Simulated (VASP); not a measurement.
Si2Mo: relaxation of cell and atoms with PBEsol

Si2Mo:

```xyz
3
Lattice="-1.6000 1.6000 3.9305 1.6000 -1.6000 3.9305 1.6000 1.6000 -3.9305" Properties=species:S:1:pos:R:3 pbc="T T T"
Mo    0.0000    0.0000    0.0000
Si    0.0000    0.0000    5.2433
Si    0.0000    0.0000    2.6177
```

```yaml
Program: VASP 6.6.1
Task: relaxation of cell and atoms
Functional: PBEsol
Potentials_or_basis: VASP PAW PBE potentials, release 64 (Mo_sv, Si)
Cutoff: 600 eV
k_mesh: 12 × 12 × 12
Occupations: fermi-dirac, width 0.05 eV
Spin: no spin polarisation
Target_pressure: 30 GPa
Dipole_correction: no
Further_INCAR_settings: ALGO = Normal; EDIFF = 1e-06; IBRION = 2; EDIFFG = -0.01; NSW = 80; ISIF = 3
```

| Property | Result |
| --- | --- |
| Relaxed volume | 11.92 Å³/atom |
| Relaxed cell | a = 4.371 Å, b = 4.371 Å, c = 4.371 Å, α = 138.88°, β = 138.88°, γ = 59.56° |
| Space group after relaxing (to 0.05 Å) | I4/mmm (No. 139) |
| Energy change on relaxing (the enthalpy is what falls) | +113.2 meV/atom |
| Ionic steps | 7 |
| Pressure after relaxing | 30.0 GPa |
| Largest force after relaxing | 0.006 eV/Å |
| Band gap on the k mesh | zero (band 11 reaches 14.66 eV, above the bottom of band 12 at 13.61 eV) |

Forces in eV/Å, atoms in the order of the input:
```
Mo   0.000  0.000  0.000
Si   0.000  0.000 -0.006
Si   0.000  0.000  0.006
```

Step by step:
| step | energy change (eV) | largest force (eV/Å) | pressure (GPa) | volume (Å³) |
| --- | --- | --- | --- | --- |
| 1 | 0.0000 | 0.3224 | -2.40 | 40.25 |
| 2 | 6.4109 | 1.3711 | 217.63 | 26.42 |
| 3 | 0.2505 | 0.0966 | 25.20 | 36.30 |
| 4 | 0.3124 | 0.0665 | 28.66 | 35.93 |
| 5 | 0.3376 | 0.0549 | 29.98 | 35.79 |
| 6 | 0.3434 | 0.0215 | 30.07 | 35.75 |
| 7 | 0.3397 | 0.0064 | 30.02 | 35.77 |

Final structure:
```
Mo Si
1.0
    -1.53517    1.53517    3.79405
     1.53517   -1.53517    3.79405
     1.53517    1.53517   -3.79405
Mo Si
1 2
Direct
  0.00000 0.00000 0.00000
  0.66645 0.66645 0.00000
  0.33355 0.33355 0.00000
```

Levels at points of the mesh, in eV from the Fermi level:
```csv
k point,band 9,band 10,band 11,band 12,band 13,band 14
"(0.00, 0.00, 0.00)",-2.97,-2.97,0.48,3.93,4.02,4.02
"(0.50, 0.00, 0.00)",-3.09,-2.88,-0.68,2.70,3.31,4.41
"(0.50, 0.50, 0.00)",-4.95,-3.64,-1.12,2.78,3.27,3.48
"(0.50, 0.50, 0.50)",-0.71,-0.71,-0.44,-0.44,0.65,5.03
```

Wall time 7.8 min on 1 thread of Intel(R) Xeon(R) Platinum 8488C (Sapphire Rapids), on a shared host, peak memory 0.3 GiB.

Caveat: the cell is relaxed towards a set pressure, so the enthalpy falls and the energy may rise; the PAW data sets were made with another functional, which shifts forces and pressure a little.
